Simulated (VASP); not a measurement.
Here is a VASP 6.6.1 calculation.

The input INCAR:

```
  ALGO = Normal
  EDIFF = 1E-6
  ENCUT = 600
  GGA = PE
  GGA_COMPAT = False
  ISIF = 2
  ISMEAR = 0
  LASPH = True
  LCHARG = True
  LELF = True
  LREAL = False
  LVHAR = True
  LWAVE = False
  NBANDS = 11
  NELM = 120
  PREC = Accurate
  SIGMA = 0.01
```

KPOINTS

```
k-points
0
Gamma
  3 3 3
```

POSCAR

```
C
1.0
    0.0000000000      1.7346121716      1.7346121716
    1.7346121716      0.0000000000      1.7346121716
    1.7346121716      1.7346121716      0.0000000000
C
2
Direct
    0.0000000000      0.0000000000      0.0000000000
    0.2500000000      0.2500000000      0.2500000000
```

Potentials or basis: VASP PAW PBE potentials, release 64 (C).

Launch:

```bash
$ cat potpaw_PBE.64/C/POTCAR > POTCAR
$ mpirun -np 1 vasp_std > vasp.out
```

Problem. What does it give for the pressure?

Solution. 50.8 GPa.

Problem. What does it give for the band gap on the k mesh?

Solution. 4.30 eV, indirect (least direct gap 5.79 eV).

Caveat: the k points lie up to 1.05 Å⁻¹ apart. A k mesh can miss the band edges.
